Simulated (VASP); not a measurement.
# CsCu2 (Fm-3m) in VASP: notebook, part 2 of 2

VASP 6.6.1. The steps go on from the part before.

### Step 4. Relaxation of cell and atoms, PBE

This run uses another cell than the first one, of 43.25 Å³/atom.

Input file INCAR:

```
PREC     = Accurate       # precision mode
ENCUT    = 600            # plane-wave cutoff, eV
EDIFF    = 1E-6           # SCF threshold, eV
ISMEAR   = 0              # smearing method
SIGMA    = 0.1            # smearing width, eV
LREAL    = F              # projectors in reciprocal space
LASPH    = T              # aspherical terms in the spheres
NELM     = 100            # most SCF steps
ALGO     = Fast           # electronic algorithm
ISIF     = 3              # what is computed and relaxed
LWAVE    = F              # write WAVECAR
LCHARG   = F              # write CHGCAR
GGA      = PE             # functional
IBRION   = 2              # ionic algorithm
NSW      = 100            # ionic steps
EDIFFG   = -0.01          # ionic threshold
```

Input file KPOINTS:

```
Automatic mesh
0
Gamma
  10 10 10
```

Input file POSCAR:

```
CsCu2
1.0
    0.0000000000      4.0180940611      4.0180940611
    4.0180940611      0.0000000000      4.0180940611
    4.0180940611      4.0180940611      0.0000000000
Cs Cu
1 2
Direct
    0.0000000000      0.0000000000      0.0000000000
    0.2500000000      0.2500000000      0.2500000000
    0.7500000000      0.7500000000      0.7500000000
```

Potentials or basis: VASP PAW PBE potentials, release 64 (Cs_sv, Cu).

On the command line:

```
$ cat potpaw_PBE.64/Cs_sv/POTCAR potpaw_PBE.64/Cu/POTCAR > POTCAR
$ mpirun -np 1 vasp_std > vasp.out
```

OUTCAR:

```text
PREC = Accurate
   ENCUT = 600
   EDIFF = 1E-6
   ISMEAR = 0
   LREAL = F
   LASPH = T
   NELM = 100
   ISIF = 3
   GGA = PE
   IBRION = 2
   NSW = 100
   EDIFFG = -0.01

 ion  position               nearest neighbor table
   1  0.000  0.000  0.000-
   2  0.250  0.250  0.250-
   3  0.750  0.750  0.750-

  LATTYP: Found a face centered cubic cell.
 ALAT       =     8.0361881222

  Lattice vectors:

 A1 = (   0.0000000000,   4.0180940611,   4.0180940611)
 A2 = (   4.0180940611,   0.0000000000,   4.0180940611)
 A3 = (   4.0180940611,   4.0180940611,   0.0000000000)

Analysis of symmetry for initial positions (statically):
=====================================================================
 Subroutine PRICEL returns:
 Original cell was already a primitive cell.

 Routine SETGRP: Setting up the symmetry group for a
 face centered cubic supercell.

 Subroutine GETGRP returns: Found 48 space group operations
 (whereof 48 operations were pure point group operations)
 out of a pool of 48 trial point group operations.

The static configuration has the point symmetry O_h .

Analysis of symmetry for dynamics (positions and initial velocities):
=====================================================================
 Subroutine PRICEL returns:
 Original cell was already a primitive cell.

 Routine SETGRP: Setting up the symmetry group for a
 face centered cubic supercell.

 Subroutine GETGRP returns: Found 48 space group operations
 (whereof 48 operations were pure point group operations)
 out of a pool of 48 trial point group operations.

The dynamic configuration has the point symmetry O_h .

 Subroutine INISYM returns: Found 48 space group operations
 (whereof 48 operations are pure point group operations),
 and found     1 'primitive' translations

[... 121 lines left out ...]
   GGA     = PE    functional components
   LHFCALC =     F    Hartree Fock is set to
   AEXX    =    0.0000 exact exchange contribution
   IVDW    =     0    specifies the selected vdW correction
   LEPSILON=     F    determine dielectric tensor
   LRPA    =     F    only Hartree local field effects (RPA)
 conjugate gradient relaxation of ions
 non-spin polarized calculation
 RMM-DIIS sequential band-by-band and
 Gauss-broadening in eV      SIGMA  =   0.10
  energy-cutoff  :      600.00
  volume of cell :      129.74
 maximum number of plane-waves:      4357
 NGX is ok and might be reduce to    48
   NGX = 23   NGY = 23   NGZ = 23

--------------------------------------- Ionic step        1  -------------------------------------------

 number of electron      30.9999998 magnetization

 Free energy of the ion-electron system (eV)
  ---------------------------------------------------
  ext. energy  EPLUGINS =         0.00000000
  ---------------------------------------------------
  free energy    TOTEN  =        -4.48811934 eV

  energy without entropy =       -4.46105640  energy(sigma->0) =       -4.47458787

------------------------ aborting loop because EDIFF is reached ----------------------------------------

  FORCE on cell =-STRESS in cart. coord.  units (eV):
  Direction    XX          YY          ZZ          XY          YZ          ZX
  --------------------------------------------------------------------------------------
  -------------------------------------------------------------------------------------
  Total        0.1416459      0.1416459      0.1416459     -0.0000000     -0.0000000     -0.0000000
  in kB        1.7491385      1.7491385      1.7491385     -0.0000000     -0.0000000     -0.0000000
  external PRESSURE =       1.7491385 kB  Pullay stress =       0.0000000 kB
[... 172 lines left out ...]
--------------------------------------- Ionic step        6  -------------------------------------------

 number of electron      31.0000021 magnetization

 Free energy of the ion-electron system (eV)
  ---------------------------------------------------
  ext. energy  EPLUGINS =         0.00000000
  ---------------------------------------------------
  free energy    TOTEN  =        -4.49137278 eV

  energy without entropy =       -4.46584198  energy(sigma->0) =       -4.47860738

 E-fermi :  -0.2255     XC(G=0):  -7.0325

 val. band max:       -0.2459256616   @ k =  -0.4000   0.5000   0.1000
 cond. band min:      -0.2224949406   @ k =   0.5000   0.4000   0.0000
 fundamental gap:      0.0234307210
 Fermi energy:        -0.2255373612

 k-point     1 :       0.0000    0.0000    0.0000
  band No.  band energies     occupation
      1     -21.5697      2.00000
      2      -8.4387      2.00000
      3      -8.4387      2.00000
      4      -8.4387      2.00000
      5      -2.4879      2.00000
      6      -1.2840      2.00000
[... 505 lines left out ...]
      6      -1.2648      2.00000
[... 11 lines left out ...]
     18       2.8403      0.00000
     19       2.8458      0.00000

 [... further k-points ...]

------------------------ aborting loop because EDIFF is reached ----------------------------------------

  FORCE on cell =-STRESS in cart. coord.  units (eV):
  Direction    XX          YY          ZZ          XY          YZ          ZX
  --------------------------------------------------------------------------------------
  -------------------------------------------------------------------------------------
  Total       -0.0139816     -0.0139816     -0.0139816      0.0000000      0.0000000      0.0000000
  in kB       -0.1665126     -0.1665126     -0.1665126      0.0000000      0.0000000      0.0000000
  external PRESSURE =      -0.1665126 kB  Pullay stress =       0.0000000 kB
[... 18 lines left out ...]
  FREE ENERGIE OF THE ION-ELECTRON SYSTEM (eV)
  ---------------------------------------------------
  free  energy   TOTEN  =        -4.4913727784 eV

  energy  without entropy=       -4.4658419769  energy(sigma->0) =       -4.47860738

 reached required accuracy - stopping structural energy minimisation
```

Run time: 19 min. Hardware: 1 thread of Intel Xeon 8259CL, shared host; peak memory 0.44 GiB.

Results:

| Property | Result |
| --- | --- |
| Free energy | -4.4914 eV |
| Relaxed volume | 44.84 Å³/atom |
| Relaxed cell | a = 5.751 Å, b = 5.751 Å, c = 5.751 Å, α = 60.00°, β = 60.00°, γ = 60.00° |
| Space group after relaxing (to 0.1 Å) | Fm-3m (No. 225) |
| Energy gained by relaxing | 1.1 meV/atom |
| Ionic steps | 6 |
| Pressure after relaxing | 0.0 GPa |
| Band gap on the k mesh | zero (an odd number of electrons rules out a gap without spin polarisation) |

The path:
| step | energy change (eV) | largest force (eV/Å) | pressure (GPa) | volume (Å³) |
| --- | --- | --- | --- | --- |
| 1 | 0.0000 | 0.0000 | 0.17 | 129.74 |
| 2 | -0.0011 | 0.0000 | 0.18 | 130.63 |
| 3 | -0.0030 | 0.0000 | 0.16 | 133.32 |
| 4 | -0.0010 | 0.0000 | -0.24 | 138.81 |
| 5 | -0.0032 | 0.0000 | -0.11 | 135.42 |
| 6 | -0.0033 | 0.0000 | -0.02 | 134.53 |

Final structure:
```
Cs Cu
1.0
     0.00000    4.06690    4.06690
     4.06690    0.00000    4.06690
     4.06690    4.06690    0.00000
Cs Cu
1 2
Direct
  0.00000 0.00000 0.00000
  0.25000 0.25000 0.25000
  0.75000 0.75000 0.75000
```

Levels at points of the mesh, in eV from the Fermi level:
| k point | band 11 | band 12 | band 13 | band 14 | band 15 | band 16 | band 17 | band 18 | band 19 |
| --- | --- | --- | --- | --- | --- | --- | --- | --- | --- |
| (0.00, 0.00, 0.00) | -0.85 | -0.85 | -0.85 | -0.76 | -0.76 | 1.57 | 2.50 | 2.50 | 2.50 |
| (0.50, 0.00, 0.00) | -0.91 | -0.90 | -0.90 | -0.84 | -0.84 | -0.17 | 3.01 | 3.01 | 4.19 |
| (0.50, 0.50, 0.00) | -0.87 | -0.87 | -0.83 | -0.77 | -0.13 | 0.01 | 1.16 | 3.36 | 3.36 |

Caveat: spin-orbit coupling is left out, which moves the levels of the heavy elements.

### Step 5. Summary

| task | cell | k mesh | cutoff (eV) | gap on the mesh (eV) | pressure (GPa) | relaxed volume (Å³/atom) |
| --- | --- | --- | --- | --- | --- | --- |
| relaxation of cell and atoms | relaxed from a = 4.615 Å, angles 60.0°, 3 atoms | 4 × 4 × 4 | 600 | none | 0.1 | 43.16 |
| single point | a = 5.737 Å, angles 60.0°, 3 atoms | 10 × 10 × 10 | 520 | none | 0.0 | - |
| relaxation of cell and atoms | relaxed from a = 5.682 Å, angles 60.0°, 3 atoms | 10 × 10 × 10 | 600 | none | 0.0 | 44.84 |

Alike in all rows: level PBE; potentials or basis VASP PAW PBE potentials, release 64 (Cs_sv, Cu); no spin polarisation; smearing gaussian 0.1 eV.

Caveats: some runs use coarse meshes; spin-orbit coupling is left out, which moves the levels of the heavy elements; the volume moved by over 15 % at a fixed basis, so the end points are rough (at least some runs).

Absolute energies hang on the potentials; compare differences alone.

The gap in the log of VASP goes by the Fermi energy; the results here count the filled bands.